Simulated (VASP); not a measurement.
Input of a VASP 6.6.1 run:

Contents of POSCAR:

```
Si3C
1.0
    3.4318102017      0.0000000000      0.0000000000
    0.0000000000      3.4318102017      0.0000000000
    0.0000000000      0.0000000000      5.0004336163
C Si
1 3
Direct
    0.0000000000      0.0000000000      0.0000000000
    0.0000000000      0.5000000000      0.2031984776
    0.5000000000      0.5000000000      0.5000000000
    0.5000000000      0.0000000000      0.7968015224
```

Contents of INCAR.step1:

```
SYSTEM = Si3C
ALGO = Normal
EDIFF = 1E-5
ENCUT = 520
GGA = PE
ISIF = 2
ISMEAR = -1
LASPH = .TRUE.
LCHARG = .FALSE.
LREAL = .FALSE.
LWAVE = .TRUE.
NBANDS = 16
NELM = 100
PREC = Accurate
SIGMA = 0.02
```

INCAR.step2

```
SYSTEM = Si3C
ALGO = Normal
EDIFF = 1E-6
ENCUT = 520
GGA = PE
HFSCREEN = 0.2079
ISIF = 2
ISMEAR = -1
ISTART = 1
LASPH = .TRUE.
LCHARG = .FALSE.
LHFCALC = .TRUE.
LREAL = .FALSE.
LWAVE = .FALSE.
NBANDS = 16
NELM = 100
PREC = Accurate
PRECFOCK = Normal
SIGMA = 0.02
```

KPOINTS

```
k-points
0
G
  4 4 2
  0 0 0
```

Potentials or basis: VASP PAW PBE potentials, release 64 (C, Si).

Launch:

```sh
$ cat potpaw_PBE.64/C/POTCAR potpaw_PBE.64/Si/POTCAR > POTCAR
$ cp INCAR.step1 INCAR
$ mpirun -np 1 vasp_std > vasp.out
$ cp INCAR.step2 INCAR
$ mpirun -np 1 vasp_std > vasp.out
```

Q: What does it give for the largest force?

A: 0.081 eV/Å.

Q: What does it give for the band gap on the k mesh?

A: 0.00 eV, direct.

Q: Estimate the pressure.

A: -0.6 GPa.

Forces in eV/Å, atoms in the order of the input:
```
C    0.000  0.000  0.000
Si   0.000  0.000 -0.081
Si   0.000  0.000  0.000
Si   0.000  0.000  0.081
```

Caveat: the k points lie up to 0.63 Å⁻¹ apart; the PAW data sets were made with another functional, which shifts forces and pressure a little. A k mesh can miss the band edges.
